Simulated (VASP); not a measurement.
# Au (P-1) in VASP: settings compared

Aim: see how the results for Au move with the level of theory and the settings. Levels: LDA, PBEsol. Tasks: single point.

All numbers are computed with VASP 6.6.1; they aren't measurements. Logs are shortened: lines on timing, memory, paths and dates and some standing lists are left out, and cuts for length are marked.

### 1 The cell of the first run

The typed cell holds 2 atoms: a = 2.871 Å, b = 2.876 Å, c = 5.293 Å, α = 103.14°, β = 102.66°, γ = 90.26°.

### 2 Single point, LDA (volume scaled by 1.06)

INCAR

```
PREC = Accurate ; ENCUT = 520
EDIFF = 1E-6 ; ISMEAR = -1
SIGMA = 0.05 ; LREAL = F
LASPH = T ; NELM = 100
ALGO = Fast ; ISIF = 2
LWAVE = F ; LCHARG = F
NBANDS = 18
```

KPOINTS

```
Automatic mesh
0
Gamma
  10 10 6
```

POSCAR

```
Au
1.0
    2.8707087448      0.0000000000      0.0000000000
   -0.0132094378      2.8754912702      0.0000000000
   -1.1602089120     -1.2086602150      5.0205878461
Au
2
Direct
    0.6728620000      0.6659620000      0.2740550000
    0.3271380000      0.3340380000      0.7259450000
```

Potentials or basis: VASP PAW LDA potentials, release 64 (Au).

Launch:

```bash
$ cat potpaw_LDA.64/Au/POTCAR > POTCAR
$ mpirun -np 1 vasp_std > vasp.out
```

OUTCAR:

```text
PREC = Accurate
   ENCUT = 520
   EDIFF = 1E-6
   ISMEAR = -1
   LREAL = F
   LASPH = T
   NELM = 100
   ISIF = 2

 ion  position               nearest neighbor table
   1  0.673  0.666  0.274-   2 2.79   2 2.97   2 3.04   2 3.06   2 3.11
   2  0.327  0.334  0.726-   1 2.79   1 2.97   1 3.04   1 3.06   1 3.11

  LATTYP: Found a triclinic cell.
 ALAT       =     2.8707087448
 B/A-ratio  =     1.4186468224
 C/A-ratio  =     2.8424930260
 COS(alpha) =     0.0022337933
 COS(beta)  =     0.5581870929
 COS(gamma) =     0.7081406305

  Lattice vectors:

 A1 = (  -2.8707087448,   0.0000000000,   0.0000000000)
 A2 = (  -2.8839181826,   2.8754912702,   0.0000000000)
 A3 = (  -4.5547897020,  -4.5423223254,  -5.0205878461)

Analysis of symmetry for initial positions (statically):
=====================================================================
 Subroutine PRICEL returns:
 Original cell was already a primitive cell.

 Routine SETGRP: Setting up the symmetry group for a
 triclinic supercell.

 Subroutine GETGRP returns: Found  2 space group operations
 (whereof  2 operations were pure point group operations)
 out of a pool of  2 trial point group operations.

The static configuration has the point symmetry S_2 .

Analysis of symmetry for dynamics (positions and initial velocities):
=====================================================================
 Subroutine PRICEL returns:
 Original cell was already a primitive cell.

 Routine SETGRP: Setting up the symmetry group for a
 triclinic supercell.

 Subroutine GETGRP returns: Found  2 space group operations
 (whereof  2 operations were pure point group operations)
 out of a pool of  2 trial point group operations.

The dynamic configuration has the point symmetry S_2 .

 Subroutine INISYM returns: Found  2 space group operations
 (whereof  2 operations are pure point group operations),
 and found     1 'primitive' translations

----------------------------------------------------------------------------------------

                                     Primitive cell

  volume of cell :      41.4434

  direct lattice vectors                    reciprocal lattice vectors
     2.870708745  0.000000000  0.000000000     0.348346032  0.001600233  0.080884614
    -0.013209438  2.875491270  0.000000000     0.000000000  0.347766662  0.083721616
    -1.160208912 -1.208660215  5.020587846     0.000000000  0.000000000  0.199179863

  length of vectors
     2.870708745  2.875521611  5.292754156     0.357616889  0.357702334  0.199179863

  position of ions in fractional coordinates (direct lattice)
     0.672862000  0.665962000  0.274055000
     0.327138000  0.334038000  0.725945000

  ion indices of the primitive-cell ions
   primitive index   ion index
                 1           1
                 2           2

----------------------------------------------------------------------------------------

 KPOINTS: Automatic mesh

Automatic generation of k-mesh.
 Grid dimensions read from file:
 generate k-points for:   10   10    6

 Generating k-lattice:

  Cartesian coordinates                     Fractional coordinates (reciprocal lattice)
     0.034834603  0.000160023  0.008088461     0.100000000  0.000000000 -0.000000000
     0.000000000  0.034776666  0.008372162     0.000000000  0.100000000 -0.000000000
     0.000000000  0.000000000  0.033196644     0.000000000  0.000000000  0.166666667

  Length of vectors
     0.035761689  0.035770233  0.033196644

  Shift w.r.t. Gamma in fractional coordinates (k-lattice)
     0.000000000  0.000000000  0.000000000

 Subroutine IBZKPT returns following result:
 ===========================================

 Found    304 irreducible k-points:

 Following reciprocal coordinates:
            Coordinates               Weight
  0.000000  0.000000  0.000000      1.000000
  0.100000  0.000000 -0.000000      2.000000
  0.200000  0.000000 -0.000000      2.000000
  0.300000  0.000000 -0.000000      2.000000
  0.400000 -0.000000 -0.000000      2.000000
  0.500000  0.000000 -0.000000      1.000000
[... 16 lines left out ...]
 -0.400000  0.200000  0.000000      2.000000
 -0.300000  0.200000  0.000000      2.000000
 [... further k-points ...]
   k-points           NKPTS =    304   k-points in BZ     NKDIM =    304   number of bands    NBANDS=     18
   number of dos      NEDOS =    301   number of ions     NIONS =      2
   total plane-waves  NPLWV =  23040
   dimension x,y,z NGX =    24 NGY =   24 NGZ =   40
   dimension x,y,z NGXF=    48 NGYF=   48 NGZF=   80
   ions per type =               2
   NGX,Y,Z   is equivalent  to a cutoff of  13.90, 13.88, 12.56 a.u.
   NGXF,Y,Z  is equivalent  to a cutoff of  27.80, 27.75, 25.13 a.u.
 SYSTEM =  unknown system
   PREC   = accura    normal or accurate (medium, high low for compatibility)
   ISTART =      0    job   : 0-new  1-cont  2-samecut
   ICHARG =      2    charge: 1-file 2-atom 10-const
   ISPIN  =      1    spin polarized calculation?
   LNONCOLLINEAR =      F non collinear calculations
   LSORBIT =      F    spin-orbit coupling
   LASPH  =      T    aspherical Exc in radial PAW
   ENCUT  =  520.0 eV  38.22 Ry    6.18 a.u.   5.34  5.35  9.84*2*pi/ulx,y,z
   NELM   =    100;   NELMIN=  2; NELMDL= -5     # of ELM steps
   EDIFF  = 0.1E-05   stopping-criterion for ELM
   LREAL  =      F    real-space projection
   EDIFFG = 0.1E-04   stopping-criterion for IOM
   NSW    =      0    number of steps for IOM
   IBRION =     -1    ionic relax: 0-MD 1-quasi-New 2-CG
   NFREE  =      0    steps in history (QN), initial steepest desc. (CG)
   ISIF   =      2    stress and relaxation
   ISYM   =      2    0-nonsym 1-usesym 2-fastsym
   POTIM  = 0.5000    time-step for ionic-motion
   TEBEG  =    0.0;   TEEND  =   0.0 temperature during run
   PSTRESS=    0.0 pullay stress
   NELECT =      22.0000    total number of electrons
   NUPDOWN=      -1.0000    fix difference up-down
   EMIN   =  10.00;   EMAX   =-10.00  energy-range for DOS
   EFERMI =   0.00;   METHOD = LEGACY
   ISMEAR =    -1;   SIGMA  =   0.05  broadening in eV -4-tet -1-fermi 0-gaus
   EFERMI_NEDOS =   21; number of points for ismear=-14 and -15
   IALGO  =     68    algorithm
   IMIX   =      4    mixing-type and parameters
     AMIX     =   0.40;   BMIX     =  1.00
     AMIX_MAG =   1.60;   BMIX_MAG =  1.00
  volume/ion in A,a.u.               =      20.72       139.84
  Fermi-wavevector in a.u.,A,eV,Ry     =   1.325553  2.504932 23.906676  1.757091
  Thomas-Fermi vector in A             =   2.455005
   LORBIT       =      0    0 simple, 1 ext, 2 COOP (PROOUT), +10 PAW based schemes
   GGA     = CA    functional components
   LHFCALC =     F    Hartree Fock is set to
   AEXX    =    0.0000 exact exchange contribution
   IVDW    =     0    specifies the selected vdW correction
   LEPSILON=     F    determine dielectric tensor
   LRPA    =     F    only Hartree local field effects (RPA)
 non-spin polarized calculation
 RMM-DIIS sequential band-by-band and
  energy-cutoff  :      520.00
  volume of cell :       41.44
 maximum number of plane-waves:      1135
 NGX is ok and might be reduce to    24
   NGX = 11   NGY = 11   NGZ = 19

 number of electron      22.0000001 magnetization

 Free energy of the ion-electron system (eV)
  ---------------------------------------------------
  ext. energy  EPLUGINS =         0.00000000
  ---------------------------------------------------
  free energy    TOTEN  =        -8.26863421 eV

  energy without entropy =       -8.26498585  energy(sigma->0) =       -8.26681003

 E-fermi :   6.1599     XC(G=0): -11.7971

 val. band max:        6.1528618566   @ k =   0.5000   0.0000   0.3333
 cond. band min:       6.1826753635   @ k =  -0.4000   0.3000   0.3333
 fundamental gap:      0.0298135069
 Fermi energy:         6.1598947267

 k-point     1 :       0.0000    0.0000    0.0000
  band No.  band energies     occupation
      1      -1.8326      2.00000
      2       0.5522      2.00000
      3       0.8482      2.00000
      4       1.3197      2.00000
      5       1.8332      2.00000
      6       3.4441      2.00000
[... 10 lines left out ...]
     17      21.4636      0.00000
     18      23.4044      0.00000

 k-point     2 :       0.1000    0.0000   -0.0000
  band No.  band energies     occupation
      1      -1.6010      2.00000
      2       0.6954      2.00000
      3       0.9829      2.00000
      4       1.4318      2.00000
      5       1.9161      2.00000
      6       3.2695      2.00000
[... 10 lines left out ...]
     17      21.7374      0.00000
     18      23.4226      0.00000

 k-point     3 :       0.2000    0.0000   -0.0000
  band No.  band energies     occupation
      1      -0.9702      2.00000
      2       0.8607      2.00000
      3       1.5376      2.00000
      4       1.6381      2.00000
      5       2.2546      2.00000
      6       2.7019      2.00000
[... 10 lines left out ...]
     17      22.5922      0.00000
     18      23.0244      0.00000

 k-point     4 :       0.3000    0.0000   -0.0000
  band No.  band energies     occupation
      1      -0.1620      2.00000
      2       0.9712      2.00000
      3       1.7014      2.00000
      4       2.0282      2.00000
      5       2.2838      2.00000
      6       2.8671      2.00000
[... 375 lines left out ...]
      4       1.9837      2.00000
      5       2.3343      2.00000
      6       2.7073      2.00000
[... 10 lines left out ...]
     17      19.4636      0.00000
     18      20.6096      0.00000

 k-point    23 :      -0.4000    0.2000    0.0000
  band No.  band energies     occupation
      1       0.8077      2.00000
      2       1.5856      2.00000
      3       1.6716      2.00000
      4       2.0203      2.00000
      5       2.3453      2.00000
      6       2.6969      2.00000
[... 10 lines left out ...]
     17      19.2961      0.00000
     18      20.9505      0.00000

 k-point    24 :      -0.3000    0.2000    0.0000
  band No.  band energies     occupation
      1       0.3889      2.00000
      2       1.7206      2.00000
      3       1.7797      2.00000
      4       2.0797      2.00000
      5       2.2916      2.00000
      6       2.7068      2.00000
[... 10 lines left out ...]
     17      18.2974      0.00000
     18      22.8343      0.00000

 [... further k-points ...]

------------------------ aborting loop because EDIFF is reached ----------------------------------------

  FORCE on cell =-STRESS in cart. coord.  units (eV):
  Direction    XX          YY          ZZ          XY          YZ          ZX
  --------------------------------------------------------------------------------------
  -------------------------------------------------------------------------------------
  Total       -4.2883397     -4.3165689     -3.8702120      0.0398917     -0.0296997     -0.0299315
  in kB     -165.7845317   -166.8758534   -149.6199763      1.5421870     -1.1481732     -1.1571338
  external PRESSURE =    -160.7601205 kB  Pullay stress =       0.0000000 kB

 VOLUME and BASIS-vectors are now :
 -----------------------------------------------------------------------------
  energy-cutoff  :      520.00
  volume of cell :       41.44
      direct lattice vectors                 reciprocal lattice vectors
     2.870708745  0.000000000  0.000000000     0.348346032  0.001600233  0.080884614
    -0.013209438  2.875491270  0.000000000     0.000000000  0.347766662  0.083721616
    -1.160208912 -1.208660215  5.020587846     0.000000000  0.000000000  0.199179863

 POSITION                                       TOTAL-FORCE (eV/Angst)
 -----------------------------------------------------------------------------------
      1.60483      1.58373      1.37592         0.002469      0.000315      0.205353
      0.09246      0.08310      3.64467        -0.002469     -0.000315     -0.205353
 -----------------------------------------------------------------------------------
    total drift:                                0.000000     -0.000000      0.000000

  FREE ENERGIE OF THE ION-ELECTRON SYSTEM (eV)
  ---------------------------------------------------
  free  energy   TOTEN  =        -8.2686342115 eV

  energy  without entropy=       -8.2649858548  energy(sigma->0) =       -8.26681003
```

Wall time 2 min (1 thread of Intel Xeon Platinum 8375C at 2.90GHz (Ice Lake), shared host); peak memory 0.29 GiB.

What came out:

```
Free energy            : -8.2686 eV
Pressure               : -16.1 GPa
Largest force          : 0.205 eV/Å
Band gap on the k mesh : zero (band 11 reaches 9.51 eV, above the bottom of band 12 at 4.55 eV)
```

Forces on the atoms (eV/Å):
```
Au   0.002  0.000  0.205
Au  -0.002  0.000 -0.205
```

Stress tensor (GPa, compression positive):
```
-16.58   0.15  -0.12
  0.15 -16.69  -0.11
 -0.12  -0.11 -14.96
```

Caveat: the cell differs from its parent crystal (volume scaled by 1.06); spin-orbit coupling is left out, which moves the levels of the heavy elements.

### 3 Single point, PBEsol

This run uses another cell than the first one, of 19.55 Å³/atom, 0.943 times its volume.

INCAR

```
SYSTEM = Au
PREC     = Accurate       ! precision mode
ENCUT    = 520            ! plane-wave cutoff, eV
EDIFF    = 1E-7           ! SCF threshold, eV
ISMEAR   = -1             ! smearing method
SIGMA    = 0.05           ! smearing width, eV
LREAL    = .False.        ! projectors in reciprocal space
LASPH    = .True.         ! aspherical terms in the spheres
NELM     = 60             ! most SCF steps
ALGO     = Fast           ! electronic algorithm
ISIF     = 2              ! what is computed and relaxed
LWAVE    = .False.        ! write WAVECAR
LCHARG   = .True.         ! write CHGCAR
GGA      = PS             ! functional
LELF     = .True.         ! ELF
LVHAR    = .True.       
NBANDS   = 18             ! bands
```

KPOINTS

```
Automatic mesh
0
Gamma
  8 8 4
  0 0 0
```

POSCAR

```
Au
1.0
    2.8154890579      0.0000000000      0.0000000000
   -0.0129553469      2.8201795887      0.0000000000
   -1.1378916452     -1.1854109603      4.9240140333
Au
2
Direct
    0.6728620000      0.6659620000      0.2740550000
    0.3271380000      0.3340380000      0.7259450000
```

Potentials or basis: VASP PAW PBE potentials, release 64 (Au).

Launch:

```bash
$ cat potpaw_PBE.64/Au/POTCAR > POTCAR
$ mpirun -np 1 vasp_std > vasp.out
```

Run time: 69 s. Hardware: 1 thread of Intel Xeon Platinum 8259CL at 2.50GHz (Skylake/Cascade Lake), shared host; peak memory 0.21 GiB.

Results (log left out):

- Free energy: -7.5122 eV
- Pressure: -8.5 GPa
- Largest force: 0.157 eV/Å
- Band gap on the k mesh: zero (band 11 reaches 10.70 eV, above the bottom of band 12 at 5.37 eV)

Forces on the atoms (eV/Å):
```
Au   0.015  0.009  0.156
Au  -0.015 -0.009 -0.156
```

Stress tensor (GPa, compression positive):
```
-9.16  0.30  0.58
 0.30 -9.45  0.39
 0.58  0.39 -6.78
```

Levels at points of the mesh, in eV from the Fermi level:
```tsv
k point	band 8	band 9	band 10	band 11	band 12	band 13	band 14	band 15
(0.00, 0.00, 0.00)	-2.33	-2.26	-2.03	-1.65	-0.06	2.66	13.92	14.05
(0.50, 0.00, 0.00)	-2.94	-2.32	-1.82	0.42	1.09	2.75	5.46	9.63
(0.00, 0.50, 0.00)	-2.88	-2.29	-1.86	0.36	1.09	2.61	5.42	9.59
(0.50, 0.50, 0.00)	-1.39	-0.85	-0.84	2.64	4.58	5.92	6.56	7.20
(0.00, 0.00, 0.50)	-3.03	-1.97	-1.74	-1.63	-1.59	9.27	11.44	12.32
(0.50, 0.00, 0.50)	-2.42	-2.03	-2.02	-0.01	1.25	1.65	4.86	9.81
(0.00, 0.50, 0.50)	-2.43	-2.08	-2.01	0.02	1.30	1.61	4.89	9.79
(0.50, 0.50, 0.50)	-1.66	-0.86	-0.83	2.98	5.18	5.49	6.54	7.07
```

Caveat: the PAW data sets were made with another functional, which shifts forces and pressure a little; spin-orbit coupling is left out, which moves the levels of the heavy elements.
